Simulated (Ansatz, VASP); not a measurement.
# One calculation of Cd3Si, two programs

The input INCAR:

```
  PREC = Accurate
  ENCUT = 500
  EDIFF = 1E-7
  ISMEAR = 0
  SIGMA = 0.1
  LREAL = False
  LASPH = True
  NELM = 120
  ALGO = Normal
  ISIF = 3
  LWAVE = False
  LCHARG = False
  GGA = PE
  IBRION = 2
  NSW = 90
  EDIFFG = -0.04
  GGA_COMPAT = False
  NELMIN = 4
```

The input KPOINTS:

```
Automatic mesh
0
Gamma
  6 6 4
```

POSCAR

```
Cd3Si
1.0
    4.6263087320      0.0000000000      0.0000000000
   -2.3131543660      4.0065008878      0.0000000000
    0.0000000000      0.0000000000      4.8825887897
Cd Si
3 1
Direct
    0.0000000000      0.0000000000      0.5000000000
    0.3333333333      0.6666666667      0.0000000000
    0.6666666667      0.3333333333      0.0000000000
    0.0000000000      0.0000000000      0.0000000000
```

Input for Ansatz:

```yaml
crystal:
  lattice:
    - [4.626308732, 0.0, 0.0]
    - [-2.313154366, 4.0065008878, 0.0]
    - [0.0, 0.0, 4.8825887897]
  atoms:
    - { symbol: Cd, position: [0.0, 0.0, 0.5] }
    - { symbol: Cd, position: [0.3333333333, 0.6666666667, 0.0] }
    - { symbol: Cd, position: [0.6666666667, 0.3333333333, 0.0] }
    - { symbol: Si, position: [0.0, 0.0, 0.0] }
basis:
  ecutwfc: 420
kpoints:
  mp_grid: { grid: [6, 6, 4] }
hamiltonian:
  xc: pbe
scf:
  occupations: { method: gaussian, width: 0.1 }
  lower_state_search: "off"
output:
  forces: true
  stress: true
  eigenvalues: true
relax:
  adjacent_minimum: "off"
  f_tol: 0.04
  max_steps: 70
  cell: { stress_tol: 0.4 }
```

Alike in both runs: task relaxation of cell and atoms; functional PBE; k mesh 6 × 6 × 4; occupations gaussian, width 0.1 eV; no spin polarisation.

|  | VASP | Ansatz |
| --- | --- | --- |
| version | VASP 6.6.1 | Ansatz 0.2.0 |
| potentials or method | VASP PAW PBE potentials, release 64 (Cd, Si), cutoff 500 eV | scalar-relativistic, plane waves, PAW |
| valence electrons in the cell | 40 | 64 |

VASP gave:

```
gap on the k mesh at the Fermi level, each at its own relaxed structure (eV) : none
relaxed volume (Å³/atom)                                                     : 28.42
relaxed cell length with the largest relative difference (Å)                 : 5.271
```

Task: Estimate Ansatz's values.

Result: gap on the k mesh at the Fermi level, each at its own relaxed structure (eV): none; relaxed volume (Å³/atom): 28.38; relaxed cell length with the largest relative difference (Å): 5.266.

A gap of «none» marks a metal or a gap that the smearing closes. VASP's potentials hold 40 valence electrons a cell and Ansatz's 64, so a difference there can come from the potentials and not from the codes.

Noted on VASP's run: the volume moved by over 15 % at a fixed basis, so the end points are rough.
